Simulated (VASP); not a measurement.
# Rh in VASP: a series of runs

Runs on Rh. Level: PBEsol. Tasks: single point.

Program: VASP 6.6.1. These are calculated values, not measurements. Logs are shortened: lines on timing, memory, paths and dates and some standing lists are left out, and cuts for length are marked.

### 1 The cell of the first run

It takes space group Fm-3m (No. 225, cubic). The conventional cell has a = 3.860 Å, b = 3.860 Å, c = 3.860 Å, α = 90.00°, β = 90.00°, γ = 90.00°. Rh (site symmetry m-3m) has 12 Rh at 2.73 Å within 3.6 Å.

### 2 Single point, PBEsol (strain +0.015 along x and y, +0.015 along z)

The input, INCAR:

```
SYSTEM = Rh
PREC = Accurate ; ENCUT = 520
EDIFF = 1E-7 ; ISMEAR = 0
SIGMA = 0.15 ; LREAL = .False.
LASPH = .True. ; NELM = 60
ALGO = Normal ; ISIF = 2
LWAVE = .False. ; LCHARG = .False.
GGA = PS ; NBANDS = 14
```

The input, KPOINTS:

```
regular mesh
0
Gamma
  22 22 22
  0 0 0
```

The input, POSCAR:

```
Rh
1.0
    0.0000000000      1.9300732500      1.9300732500
    1.9300732500      0.0000000000      1.9300732500
    1.9300732500      1.9300732500      0.0000000000
Rh
1
Direct
    0.0000000000      0.0000000000      0.0000000000
```

Potentials or basis: VASP PAW PBE potentials, release 64 (Rh_pv).

Command:

```bash
$ cat potpaw_PBE.64/Rh_pv/POTCAR > POTCAR
$ mpirun -np 1 vasp_std > vasp.out
```

OUTCAR:

```text
SYSTEM = Rh
   PREC = Accurate
   ENCUT = 520
   EDIFF = 1E-7
   ISMEAR = 0
   LREAL = .False.
   LASPH = .True.
   NELM = 60
   ISIF = 2
   GGA = PS

 ion  position               nearest neighbor table
   1  0.000  0.000  0.000-

  LATTYP: Found a face centered cubic cell.
 ALAT       =     3.8601465000

  Lattice vectors:

 A1 = (   0.0000000000,   1.9300732500,   1.9300732500)
 A2 = (   1.9300732500,   0.0000000000,   1.9300732500)
 A3 = (   1.9300732500,   1.9300732500,   0.0000000000)

Analysis of symmetry for initial positions (statically):
=====================================================================
 Subroutine PRICEL returns:
 Original cell was already a primitive cell.

 Routine SETGRP: Setting up the symmetry group for a
 face centered cubic supercell.

 Subroutine GETGRP returns: Found 48 space group operations
 (whereof 48 operations were pure point group operations)
 out of a pool of 48 trial point group operations.

The static configuration has the point symmetry O_h .

Analysis of symmetry for dynamics (positions and initial velocities):
=====================================================================
 Subroutine PRICEL returns:
 Original cell was already a primitive cell.

 Routine SETGRP: Setting up the symmetry group for a
 face centered cubic supercell.

 Subroutine GETGRP returns: Found 48 space group operations
 (whereof 48 operations were pure point group operations)
 out of a pool of 48 trial point group operations.

The dynamic configuration has the point symmetry O_h .

 Subroutine INISYM returns: Found 48 space group operations
 (whereof 48 operations are pure point group operations),
 and found     1 'primitive' translations

----------------------------------------------------------------------------------------

                                     Primitive cell

  volume of cell :      14.3798

  direct lattice vectors                    reciprocal lattice vectors
     0.000000000  1.930073250  1.930073250    -0.259057525  0.259057525  0.259057525
     1.930073250  0.000000000  1.930073250     0.259057525 -0.259057525  0.259057525
     1.930073250  1.930073250  0.000000000     0.259057525  0.259057525 -0.259057525

  length of vectors
     2.729535767  2.729535767  2.729535767     0.448700796  0.448700796  0.448700796

  position of ions in fractional coordinates (direct lattice)
     0.000000000  0.000000000  0.000000000

  ion indices of the primitive-cell ions
   primitive index   ion index
                 1           1

----------------------------------------------------------------------------------------

 KPOINTS: regular mesh

Automatic generation of k-mesh.
 Grid dimensions read from file:
 generate k-points for:   22   22   22

 Generating k-lattice:

  Cartesian coordinates                     Fractional coordinates (reciprocal lattice)
    -0.011775342  0.011775342  0.011775342     0.045454545  0.000000000  0.000000000
     0.011775342 -0.011775342  0.011775342     0.000000000  0.045454545  0.000000000
     0.011775342  0.011775342 -0.011775342     0.000000000  0.000000000  0.045454545

  Length of vectors
     0.020395491  0.020395491  0.020395491

  Shift w.r.t. Gamma in fractional coordinates (k-lattice)
     0.000000000  0.000000000  0.000000000

 Subroutine IBZKPT returns following result:
 ===========================================

 Found    328 irreducible k-points:

 Following reciprocal coordinates:
            Coordinates               Weight
  0.000000  0.000000  0.000000      1.000000
  0.045455  0.000000  0.000000      8.000000
  0.090909  0.000000  0.000000      8.000000
  0.136364  0.000000  0.000000      8.000000
  0.181818  0.000000  0.000000      8.000000
  0.227273  0.000000  0.000000      8.000000
[... 16 lines left out ...]
  0.500000  0.045455  0.000000     24.000000
 -0.454545  0.045455  0.000000     24.000000
 [... further k-points ...]
   k-points           NKPTS =    328   k-points in BZ     NKDIM =    328   number of bands    NBANDS=     14
   number of dos      NEDOS =    301   number of ions     NIONS =      1
   total plane-waves  NPLWV =   8000
   dimension x,y,z NGX =    20 NGY =   20 NGZ =   20
   dimension x,y,z NGXF=    40 NGYF=   40 NGZF=   40
   ions per type =               1
   NGX,Y,Z   is equivalent  to a cutoff of  12.18, 12.18, 12.18 a.u.
   NGXF,Y,Z  is equivalent  to a cutoff of  24.36, 24.36, 24.36 a.u.
 SYSTEM =  Rh
   PREC   = accura    normal or accurate (medium, high low for compatibility)
   ISTART =      0    job   : 0-new  1-cont  2-samecut
   ICHARG =      2    charge: 1-file 2-atom 10-const
   ISPIN  =      1    spin polarized calculation?
   LNONCOLLINEAR =      F non collinear calculations
   LSORBIT =      F    spin-orbit coupling
   LASPH  =      T    aspherical Exc in radial PAW
   ENCUT  =  520.0 eV  38.22 Ry    6.18 a.u.   5.08  5.08  5.08*2*pi/ulx,y,z
   NELM   =     60;   NELMIN=  2; NELMDL= -5     # of ELM steps
   EDIFF  = 0.1E-06   stopping-criterion for ELM
   LREAL  =      F    real-space projection
   EDIFFG = 0.1E-05   stopping-criterion for IOM
   NSW    =      0    number of steps for IOM
   IBRION =     -1    ionic relax: 0-MD 1-quasi-New 2-CG
   NFREE  =      0    steps in history (QN), initial steepest desc. (CG)
   ISIF   =      2    stress and relaxation
   ISYM   =      2    0-nonsym 1-usesym 2-fastsym
   POTIM  = 0.5000    time-step for ionic-motion
   TEBEG  =    0.0;   TEEND  =   0.0 temperature during run
   PSTRESS=    0.0 pullay stress
   NELECT =      15.0000    total number of electrons
   NUPDOWN=      -1.0000    fix difference up-down
   EMIN   =  10.00;   EMAX   =-10.00  energy-range for DOS
   EFERMI =   0.00;   METHOD = LEGACY
   ISMEAR =     0;   SIGMA  =   0.15  broadening in eV -4-tet -1-fermi 0-gaus
   EFERMI_NEDOS =   21; number of points for ismear=-14 and -15
   IALGO  =     38    algorithm
   IMIX   =      4    mixing-type and parameters
     AMIX     =   0.40;   BMIX     =  1.00
     AMIX_MAG =   1.60;   BMIX_MAG =  1.00
  volume/ion in A,a.u.               =      14.38        97.04
  Fermi-wavevector in a.u.,A,eV,Ry     =   1.660306  3.137523 37.506036  2.756616
  Thomas-Fermi vector in A             =   2.747565
   LORBIT       =      0    0 simple, 1 ext, 2 COOP (PROOUT), +10 PAW based schemes
   GGA     = PS    functional components
   LHFCALC =     F    Hartree Fock is set to
   AEXX    =    0.0000 exact exchange contribution
   IVDW    =     0    specifies the selected vdW correction
   LEPSILON=     F    determine dielectric tensor
   LRPA    =     F    only Hartree local field effects (RPA)
 non-spin polarized calculation
 Gauss-broadening in eV      SIGMA  =   0.15
  energy-cutoff  :      520.00
  volume of cell :       14.38
 maximum number of plane-waves:       396
   NGX = 11   NGY = 11   NGZ = 11

 number of electron      14.9999996 magnetization

 Free energy of the ion-electron system (eV)
  ---------------------------------------------------
  ext. energy  EPLUGINS =         0.00000000
  ---------------------------------------------------
  free energy    TOTEN  =        -8.09980318 eV

  energy without entropy =       -8.08368956  energy(sigma->0) =       -8.09174637

 E-fermi :  10.9436     XC(G=0): -13.9311

 val. band max:       10.9388359032   @ k =   0.4091   0.1364   0.0455
 cond. band min:      10.9446152391   @ k =   0.3636   0.0000   0.0000
 fundamental gap:      0.0057793359
 Fermi energy:        10.9436222016

 k-point     1 :       0.0000    0.0000    0.0000
  band No.  band energies     occupation
      1     -35.3115      2.00000
      2     -35.3115      2.00000
      3     -35.3115      2.00000
      4       3.2251      2.00000
      5       8.0600      2.00000
      6       8.0600      2.00000
      7       8.0600      2.00000
      8      10.0276      2.00000
      9      10.0276      2.00000
     10      26.9062      0.00000
     11      31.4418      0.00000
     12      32.1024      0.00000
     13      32.1024      0.00000
     14      32.1024      0.00000

 k-point     2 :       0.0455    0.0000    0.0000
  band No.  band energies     occupation
      1     -35.3246      2.00000
      2     -35.3132      2.00000
      3     -35.3132      2.00000
      4       3.3054      2.00000
      5       8.0249      2.00000
      6       8.0912      2.00000
      7       8.0912      2.00000
      8      10.0103      2.00000
      9      10.0103      2.00000
     10      27.0186      0.00000
     11      31.4361      0.00000
     12      31.6222      0.00000
     13      32.2155      0.00000
     14      32.2155      0.00000

 k-point     3 :       0.0909    0.0000    0.0000
  band No.  band energies     occupation
      1     -35.3629      2.00000
      2     -35.3185      2.00000
      3     -35.3185      2.00000
      4       3.5401      2.00000
      5       7.9308      2.00000
      6       8.1769      2.00000
      7       8.1769      2.00000
      8       9.9679      2.00000
      9       9.9679      2.00000
     10      27.3291      0.00000
     11      30.5176      0.00000
     12      31.4459      0.00000
     13      32.5464      0.00000
     14      32.5464      0.00000
[... 324 lines left out ...]
 k-point    23 :       0.5000    0.0455    0.0000
  band No.  band energies     occupation
      1     -35.9354      2.00000
      2     -35.4074      2.00000
      3     -35.4023      2.00000
      4       5.2095      2.00000
      5       7.9462      2.00000
      6       8.0539      2.00000
      7      10.7229      1.96260
      8      11.4834      0.00000
      9      12.4063      0.00000
     10      19.1201      0.00000
     11      26.4949      0.00000
     12      31.4350      0.00000
     13      31.5456      0.00000
     14      31.5945      0.00000

 k-point    24 :      -0.4545    0.0455    0.0000
  band No.  band energies     occupation
      1     -35.9313      2.00000
      2     -35.4091      2.00000
      3     -35.3994      2.00000
      4       5.2160      2.00000
      5       7.9607      2.00000
      6       8.0534      2.00000
      7      10.7040      1.97611
      8      11.3940      0.00002
      9      12.3567      0.00000
     10      19.2632      0.00000
     11      26.5228      0.00000
     12      31.3821      0.00000
     13      31.4593      0.00000
     14      31.8567      0.00000

 [... further k-points ...]
[... 5 lines left out ...]
  --------------------------------------------------------------------------------------
  -------------------------------------------------------------------------------------
  Total       -1.4189700     -1.4189700     -1.4189700      0.0000000      0.0000000      0.0000000
  in kB     -158.1002023   -158.1002023   -158.1002023      0.0000000      0.0000000      0.0000000
  external PRESSURE =    -158.1002023 kB  Pullay stress =       0.0000000 kB

 VOLUME and BASIS-vectors are now :
 -----------------------------------------------------------------------------
  energy-cutoff  :      520.00
  volume of cell :       14.38
      direct lattice vectors                 reciprocal lattice vectors
     0.000000000  1.930073250  1.930073250    -0.259057525  0.259057525  0.259057525
     1.930073250  0.000000000  1.930073250     0.259057525 -0.259057525  0.259057525
     1.930073250  1.930073250  0.000000000     0.259057525  0.259057525 -0.259057525

 POSITION                                       TOTAL-FORCE (eV/Angst)
 -----------------------------------------------------------------------------------
      0.00000      0.00000      0.00000         0.000000      0.000000      0.000000
 -----------------------------------------------------------------------------------
    total drift:                                0.000000     -0.000000      0.000000

  FREE ENERGIE OF THE ION-ELECTRON SYSTEM (eV)
  ---------------------------------------------------
  free  energy   TOTEN  =        -8.0998031802 eV

  energy  without entropy=       -8.0836895596  energy(sigma->0) =       -8.09174637
```

It took 18 s on 1 thread of Intel Xeon 6975P-C (Granite Rapids), shared host; peak memory 0.17 GiB.

Results:

```
Free energy : -8.0998 eV
Pressure    : -15.8 GPa
```

Caveat: the cell differs from its parent crystal (strain +0.015 along x and y, +0.015 along z); the PAW data sets were made with another functional, which shifts forces and pressure a little.

### 3 Single point, PBEsol (strain +0.030 along x and y, +0.030 along z)

The input, INCAR:

```
SYSTEM = Rh
PREC     = Accurate       ! precision mode
ENCUT    = 520            ! plane-wave cutoff, eV
EDIFF    = 1E-7           ! SCF threshold, eV
ISMEAR   = 0              ! smearing method
SIGMA    = 0.15           ! smearing width, eV
LREAL    = .False.        ! projectors in reciprocal space
LASPH    = .True.         ! aspherical terms in the spheres
NELM     = 60             ! most SCF steps
ALGO     = Normal         ! electronic algorithm
ISIF     = 2              ! what is computed and relaxed
LWAVE    = .False.        ! write WAVECAR
LCHARG   = .False.        ! write CHGCAR
GGA      = PS             ! functional
NBANDS   = 14             ! bands
```

The input, KPOINTS:

```
Automatic mesh
0
Gamma
  22 22 22
  0 0 0
```

The input, POSCAR:

```
Rh
1.0
    0.0000000000      1.9585965000      1.9585965000
    1.9585965000      0.0000000000      1.9585965000
    1.9585965000      1.9585965000      0.0000000000
Rh
1
Direct
    0.0000000000      0.0000000000      0.0000000000
```

Potentials or basis: VASP PAW PBE potentials, release 64 (Rh_pv).

Command:

```bash
$ cat potpaw_PBE.64/Rh_pv/POTCAR > POTCAR
$ mpirun -np 1 vasp_std > vasp.out
```

It took 20 s on 1 thread of Intel Xeon 6975P-C (Granite Rapids), shared host; peak memory 0.19 GiB.

It converged, with:

```
Free energy : -8.0192 eV
Pressure    : -23.9 GPa
```

Levels at points of the mesh, in eV from the Fermi level:
```
           k point  band 3  band 4  band 5  band 6  band 7  band 8  band 9  band 10  band 11  band 12
(0.00, 0.00, 0.00)  -46.18   -7.40   -2.69   -2.69   -2.69   -0.86   -0.86    15.97    20.63    20.92
(0.50, 0.00, 0.00)  -46.26   -5.45   -2.74   -2.74    0.49    0.49    0.77     7.73    15.44    20.39
(0.50, 0.50, 0.00)  -46.38   -5.54   -5.22    0.48    0.85    0.85    3.10    11.15    12.72    12.72
```

Caveat: the cell differs from its parent crystal (strain +0.030 along x and y, +0.030 along z); the PAW data sets were made with another functional, which shifts forces and pressure a little.

### 4 Single point, PBEsol (strain -0.030 along x and y, -0.015 along z)

The input, INCAR:

```
PREC = Accurate
ENCUT = 520
EDIFF = 1E-6
ISMEAR = 0
SIGMA = 0.15
LREAL = False
LASPH = True
NELM = 60
ALGO = Fast
ISIF = 2
LWAVE = False
LCHARG = False
GGA = PS
NBANDS = 14
```

The input, KPOINTS:

```
regular mesh
0
Gamma
  22 22 22
```

The input, POSCAR:

```
Rh
1.0
    0.0000000000      1.8445035000      1.8730267500
    1.8445035000      0.0000000000      1.8730267500
    1.8445035000      1.8445035000      0.0000000000
Rh
1
Direct
    0.0000000000      0.0000000000      0.0000000000
```

Command:

```bash
$ cat potpaw_PBE.64/Rh_pv/POTCAR > POTCAR
$ mpirun -np 1 vasp_std > vasp.out
```

It took 49 s on 1 thread of Intel Xeon 6975P-C (Granite Rapids), shared host; peak memory 0.24 GiB.

The run converged. Its results:

* Free energy: -8.0986 eV
* Pressure: 19.8 GPa

Stress tensor (GPa, compression positive):
```
21.39  0.00  0.00
 0.00 21.39  0.00
 0.00  0.00 16.63
```

Levels at points of the mesh, in eV from the Fermi level:
```
           k point  band 5  band 6  band 7  band 8  band 9  band 10
(0.00, 0.00, 0.00)   -3.60   -3.42   -3.42   -1.22   -0.99    15.85
(0.50, 0.00, 0.00)   -3.66   -3.47    0.58    0.62    0.71     9.41
(0.50, 0.50, 0.00)   -6.69    0.66    1.13    1.13    3.06    12.94
(0.50, 0.00, 0.50)   -6.70    0.64    1.06    1.23    3.41    13.39
```

Caveat: the cell differs from its parent crystal (strain -0.030 along x and y, -0.015 along z); the PAW data sets were made with another functional, which shifts forces and pressure a little.

(Continued in part 2 of 2.)
